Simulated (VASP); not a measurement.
# Hg (P6_3/mmc) in VASP: a series of runs

Runs on Hg. Level: PBEsol. Tasks: single point.

Everything below comes from runs of VASP 6.6.1. Logs are shortened: lines on timing, memory, paths and dates and some standing lists are left out, and cuts for length are marked.

**1. The cell of the first run**

The structure is hexagonal, space group P6_3/mmc (No. 194). Conventional cell: a = 2.949 Å, b = 2.949 Å, c = 4.907 Å, α = 90.00°, β = 90.00°, γ = 120.00°. Within 3.9 Å of Hg (site symmetry -6m2) lie 12 Hg at 2.95 to 2.99 Å.

**2. Single point, PBEsol (volume scaled by 0.78)**

The input, INCAR:

```
SYSTEM = Hg
  PREC = Accurate
  ENCUT = 520
  EDIFF = 1E-6
  ISMEAR = -1
  SIGMA = 0.08
  LREAL = .FALSE.
  LASPH = .TRUE.
  NELM = 80
  ALGO = Normal
  ISIF = 2
  LWAVE = .FALSE.
  LCHARG = .FALSE.
  GGA = PS
  NBANDS = 19
```

The input, KPOINTS:

```
Automatic mesh
0
G
  15 15 8
  0 0 0
```

The input, POSCAR:

```
Hg
1.0
    2.9490296502      0.0000000000      0.0000000000
   -1.4745148251      2.5539345936      0.0000000000
    0.0000000000      0.0000000000      4.9067634851
Hg
2
Direct
    0.3333333333      0.6666666667      0.2500000000
    0.6666666667      0.3333333333      0.7500000000
```

Potentials or basis: VASP PAW PBE potentials, release 64 (Hg).

Launch:

```bash
$ cat potpaw_PBE.64/Hg/POTCAR > POTCAR
$ mpirun -np 1 vasp_std > vasp.out
```

OUTCAR:

```text
SYSTEM = Hg
   PREC = Accurate
   ENCUT = 520
   EDIFF = 1E-6
   ISMEAR = -1
   LREAL = .FALSE.
   LASPH = .TRUE.
   NELM = 80
   ISIF = 2
   GGA = PS

 ion  position               nearest neighbor table
   1  0.333  0.667  0.250-   2 2.99   2 2.99   2 2.99   2 2.99   2 2.99   2 2.99
   2  0.667  0.333  0.750-   1 2.99   1 2.99   1 2.99   1 2.99   1 2.99   1 2.99

  LATTYP: Found a hexagonal cell.
 ALAT       =     2.9490296502
 C/A-ratio  =     1.6638569520

  Lattice vectors:

 A1 = (   2.9490296502,   0.0000000000,   0.0000000000)
 A2 = (  -1.4745148251,   2.5539345936,   0.0000000000)
 A3 = (   0.0000000000,   0.0000000000,   4.9067634851)

Analysis of symmetry for initial positions (statically):
=====================================================================
 Subroutine PRICEL returns:
 Original cell was already a primitive cell.

 Routine SETGRP: Setting up the symmetry group for a
 hexagonal supercell.

 Subroutine GETGRP returns: Found 24 space group operations
 (whereof 12 operations were pure point group operations)
 out of a pool of 24 trial point group operations.

The static configuration has the point symmetry D_3d.
 The point group associated with its full space group is D_6h.

Analysis of symmetry for dynamics (positions and initial velocities):
=====================================================================
 Subroutine PRICEL returns:
 Original cell was already a primitive cell.

 Routine SETGRP: Setting up the symmetry group for a
 hexagonal supercell.

 Subroutine GETGRP returns: Found 24 space group operations
 (whereof 12 operations were pure point group operations)
 out of a pool of 24 trial point group operations.

The dynamic configuration has the point symmetry D_3d.
 The point group associated with its full space group is D_6h.

 Subroutine INISYM returns: Found 24 space group operations
 (whereof 12 operations are pure point group operations),
 and found     1 'primitive' translations

----------------------------------------------------------------------------------------

                                     Primitive cell

  volume of cell :      36.9559

  direct lattice vectors                    reciprocal lattice vectors
     2.949029650  0.000000000  0.000000000     0.339094590  0.195776353  0.000000000
    -1.474514825  2.553934594  0.000000000     0.000000000  0.391552706  0.000000000
     0.000000000  0.000000000  4.906763485     0.000000000  0.000000000  0.203800326

  length of vectors
     2.949029650  2.949029650  4.906763485     0.391552706  0.391552706  0.203800326

  position of ions in fractional coordinates (direct lattice)
     0.333333333  0.666666667  0.250000000
     0.666666667  0.333333333  0.750000000

  ion indices of the primitive-cell ions
   primitive index   ion index
                 1           1
                 2           2

----------------------------------------------------------------------------------------

 KPOINTS: Automatic mesh

Automatic generation of k-mesh.
 Grid dimensions read from file:
 generate k-points for:   15   15    8

 Generating k-lattice:

  Cartesian coordinates                     Fractional coordinates (reciprocal lattice)
     0.022606306  0.013051757  0.000000000     0.066666667  0.000000000  0.000000000
     0.000000000  0.026103514  0.000000000     0.000000000  0.066666667  0.000000000
     0.000000000  0.000000000  0.025475041     0.000000000  0.000000000  0.125000000

  Length of vectors
     0.026103514  0.026103514  0.025475041

  Shift w.r.t. Gamma in fractional coordinates (k-lattice)
     0.000000000  0.000000000  0.000000000

 Subroutine IBZKPT returns following result:
 ===========================================

 Found    135 irreducible k-points:

 Following reciprocal coordinates:
            Coordinates               Weight
  0.000000  0.000000  0.000000      1.000000
  0.066667  0.000000  0.000000      6.000000
  0.133333  0.000000  0.000000      6.000000
  0.200000  0.000000  0.000000      6.000000
  0.266667  0.000000  0.000000      6.000000
  0.333333  0.000000  0.000000      6.000000
[... 16 lines left out ...]
  0.333333  0.200000  0.000000     12.000000
  0.400000  0.200000  0.000000      6.000000
 [... further k-points ...]
   k-points           NKPTS =    135   k-points in BZ     NKDIM =    135   number of bands    NBANDS=     19
   number of dos      NEDOS =    301   number of ions     NIONS =      2
   total plane-waves  NPLWV =  20736
   dimension x,y,z NGX =    24 NGY =   24 NGZ =   36
   dimension x,y,z NGXF=    48 NGYF=   48 NGZF=   72
   ions per type =               2
   NGX,Y,Z   is equivalent  to a cutoff of  13.53, 13.53, 12.20 a.u.
   NGXF,Y,Z  is equivalent  to a cutoff of  27.06, 27.06, 24.39 a.u.
 SYSTEM =  Hg
   PREC   = accura    normal or accurate (medium, high low for compatibility)
   ISTART =      0    job   : 0-new  1-cont  2-samecut
   ICHARG =      2    charge: 1-file 2-atom 10-const
   ISPIN  =      1    spin polarized calculation?
   LNONCOLLINEAR =      F non collinear calculations
   LSORBIT =      F    spin-orbit coupling
   LASPH  =      T    aspherical Exc in radial PAW
   ENCUT  =  520.0 eV  38.22 Ry    6.18 a.u.   5.48  5.48  9.12*2*pi/ulx,y,z
   NELM   =     80;   NELMIN=  2; NELMDL= -5     # of ELM steps
   EDIFF  = 0.1E-05   stopping-criterion for ELM
   LREAL  =      F    real-space projection
   EDIFFG = 0.1E-04   stopping-criterion for IOM
   NSW    =      0    number of steps for IOM
   IBRION =     -1    ionic relax: 0-MD 1-quasi-New 2-CG
   NFREE  =      0    steps in history (QN), initial steepest desc. (CG)
   ISIF   =      2    stress and relaxation
   ISYM   =      2    0-nonsym 1-usesym 2-fastsym
   POTIM  = 0.5000    time-step for ionic-motion
   TEBEG  =    0.0;   TEEND  =   0.0 temperature during run
   PSTRESS=    0.0 pullay stress
   NELECT =      24.0000    total number of electrons
   NUPDOWN=      -1.0000    fix difference up-down
   EMIN   =  10.00;   EMAX   =-10.00  energy-range for DOS
   EFERMI =   0.00;   METHOD = LEGACY
   ISMEAR =    -1;   SIGMA  =   0.08  broadening in eV -4-tet -1-fermi 0-gaus
   EFERMI_NEDOS =   21; number of points for ismear=-14 and -15
   IALGO  =     38    algorithm
   IMIX   =      4    mixing-type and parameters
     AMIX     =   0.40;   BMIX     =  1.00
     AMIX_MAG =   1.60;   BMIX_MAG =  1.00
  volume/ion in A,a.u.               =      18.48       124.70
  Fermi-wavevector in a.u.,A,eV,Ry     =   1.417699  2.679062 27.345931  2.009869
  Thomas-Fermi vector in A             =   2.538901
   LORBIT       =      0    0 simple, 1 ext, 2 COOP (PROOUT), +10 PAW based schemes
   GGA     = PS    functional components
   LHFCALC =     F    Hartree Fock is set to
   AEXX    =    0.0000 exact exchange contribution
   IVDW    =     0    specifies the selected vdW correction
   LEPSILON=     F    determine dielectric tensor
   LRPA    =     F    only Hartree local field effects (RPA)
 non-spin polarized calculation
  energy-cutoff  :      520.00
  volume of cell :       36.96
 maximum number of plane-waves:      1020
 NGX is ok and might be reduce to    24
   NGX = 11   NGY = 11   NGZ = 19

 number of electron      23.9999995 magnetization

 Free energy of the ion-electron system (eV)
  ---------------------------------------------------
  ext. energy  EPLUGINS =         0.00000000
  ---------------------------------------------------
  free energy    TOTEN  =        -0.57456510 eV

  energy without entropy =       -0.56007003  energy(sigma->0) =       -0.56731756

 E-fermi :   5.1978     XC(G=0): -12.4370

 val. band max:        5.1745936054   @ k =   0.2667   0.2000   0.1250
 cond. band min:       5.2424047521   @ k =   0.2667   0.2667   0.2500
 fundamental gap:      0.0678111467
 Fermi energy:         5.1977849464

 k-point     1 :       0.0000    0.0000    0.0000
  band No.  band energies     occupation
      1      -6.5607      2.00000
      2      -4.8942      2.00000
      3      -3.2260      2.00000
      4      -3.0485      2.00000
      5      -3.0485      2.00000
      6      -2.8324      2.00000
[... 11 lines left out ...]
     18      20.5320      0.00000
     19      22.8894      0.00000

 k-point     2 :       0.0667    0.0000    0.0000
  band No.  band energies     occupation
      1      -6.4331      2.00000
      2      -4.8058      2.00000
      3      -3.2670      2.00000
      4      -3.0070      2.00000
      5      -2.9781      2.00000
      6      -2.8602      2.00000
[... 11 lines left out ...]
     18      21.0553      0.00000
     19      23.0955      0.00000

 k-point     3 :       0.1333    0.0000    0.0000
  band No.  band energies     occupation
      1      -6.0650      2.00000
      2      -4.5731      2.00000
      3      -3.3625      2.00000
      4      -2.9772      2.00000
      5      -2.8250      2.00000
      6      -2.7743      2.00000
[... 11 lines left out ...]
     18      21.1771      0.00000
     19      21.5381      0.00000

 k-point     4 :       0.2000    0.0000    0.0000
  band No.  band energies     occupation
      1      -5.5138      2.00000
      2      -4.3298      2.00000
      3      -3.3921      2.00000
      4      -3.0539      2.00000
      5      -3.0278      2.00000
      6      -2.6568      2.00000
[... 11 lines left out ...]
     18      19.5607      0.00000
     19      20.6381      0.00000

 k-point     5 :       0.2667    0.0000    0.0000
  band No.  band energies     occupation
      1      -4.9347      2.00000
      2      -4.2929      2.00000
      3      -3.4465      2.00000
      4      -3.1579      2.00000
      5      -3.0527      2.00000
      6      -2.7978      2.00000
[... 11 lines left out ...]
     18      19.2407      0.00000
     19      20.0038      0.00000
[... 334 lines left out ...]
      2      -3.8190      2.00000
      3      -3.7654      2.00000
      4      -3.5804      2.00000
      5      -3.1262      2.00000
      6      -2.8702      2.00000
[... 11 lines left out ...]
     18      17.0203      0.00000
     19      17.1195      0.00000

 k-point    22 :       0.2667    0.2000    0.0000
  band No.  band energies     occupation
      1      -4.0235      2.00000
      2      -3.9725      2.00000
      3      -3.8707      2.00000
      4      -3.2009      2.00000
      5      -3.1764      2.00000
      6      -2.6933      2.00000
[... 11 lines left out ...]
     18      15.8246      0.00000
     19      16.6576      0.00000

 k-point    23 :       0.3333    0.2000    0.0000
  band No.  band energies     occupation
      1      -4.1055      2.00000
      2      -4.0507      2.00000
      3      -3.9073      2.00000
      4      -3.1657      2.00000
      5      -2.8470      2.00000
      6      -2.8142      2.00000
[... 11 lines left out ...]
     18      15.2560      0.00000
     19      16.3913      0.00000

 k-point    24 :       0.4000    0.2000    0.0000
  band No.  band energies     occupation
      1      -4.1511      2.00000
      2      -4.0766      2.00000
      3      -3.9147      2.00000
      4      -3.1426      2.00000
      5      -2.8839      2.00000
      6      -2.7169      2.00000
[... 11 lines left out ...]
     18      15.0643      0.00000
     19      16.3022      0.00000

 [... further k-points ...]
[... 5 lines left out ...]
  --------------------------------------------------------------------------------------
  -------------------------------------------------------------------------------------
  Total        5.0637967      5.0637967      5.0545398      0.0000000      0.0000000      0.0000000
  in kB      219.5345161    219.5345161    219.1331946      0.0000000      0.0000000      0.0000000
  external PRESSURE =     219.4007423 kB  Pullay stress =       0.0000000 kB

 VOLUME and BASIS-vectors are now :
 -----------------------------------------------------------------------------
  energy-cutoff  :      520.00
  volume of cell :       36.96
      direct lattice vectors                 reciprocal lattice vectors
     2.949029650  0.000000000  0.000000000     0.339094590  0.195776353  0.000000000
    -1.474514825  2.553934594  0.000000000     0.000000000  0.391552706  0.000000000
     0.000000000  0.000000000  4.906763485     0.000000000  0.000000000  0.203800326

 POSITION                                       TOTAL-FORCE (eV/Angst)
 -----------------------------------------------------------------------------------
     -0.00000      1.70262      1.22669         0.000000     -0.000000      0.000000
      1.47451      0.85131      3.68007        -0.000000      0.000000      0.000000
 -----------------------------------------------------------------------------------
    total drift:                               -0.000000      0.000000     -0.000000

  FREE ENERGIE OF THE ION-ELECTRON SYSTEM (eV)
  ---------------------------------------------------
  free  energy   TOTEN  =        -0.5745651005 eV

  energy  without entropy=       -0.5600700294  energy(sigma->0) =       -0.56731756
```

Wall time 60 s (1 thread of Intel Xeon Platinum 8259CL at 2.50GHz (Skylake/Cascade Lake), shared host); peak memory 0.21 GiB.

What came out:

```
Free energy            : -0.5746 eV
Pressure               : 21.9 GPa
Band gap on the k mesh : zero (band 12 reaches 5.64 eV, above the bottom of band 13 at 3.65 eV)
```

Caveat: the PAW data sets were made with another functional, which shifts forces and pressure a little; spin-orbit coupling is left out, which moves the levels of the heavy elements.

(Continued in part 2 of 2.)
